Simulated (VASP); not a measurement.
Runs of VASP 6.6.1 on Na3SF. The structure is that of space group Pm-3m (No. 221), or close to it. The cells are those of the table. 

```csv
task,cell,k mesh,cutoff (eV),smearing,gap on the mesh (eV),pressure (GPa)
single point,"a = 4.611 Å, 5 atoms",4 × 4 × 4,520,gaussian 0.1 eV,1.89,-3.0
relaxation of cell and atoms,"relaxed from a = 4.611 Å, 5 atoms",6 × 6 × 6,600,gaussian 0.02 eV,(a),0.0
single point,"a = 4.453 Å, 5 atoms",6 × 6 × 6,520,gaussian 0.02 eV,2.35,0.0
relaxation of cell and atoms,"relaxed from a = 4.453 Å, 5 atoms",6 × 6 × 6,600,gaussian 0.02 eV,2.35,0.0
```

Alike in all rows: level PBE; potentials or basis VASP PAW PBE potentials, release 64 (Na_pv, S, F); no spin polarisation.

Question: Fill in the values left out.

Answer: (a) 2.36.

Caveats: the cell stands under tension (at least some runs); the relaxation stopped at its first step, so nothing moved (at least some runs).

A k mesh can miss the band edges.
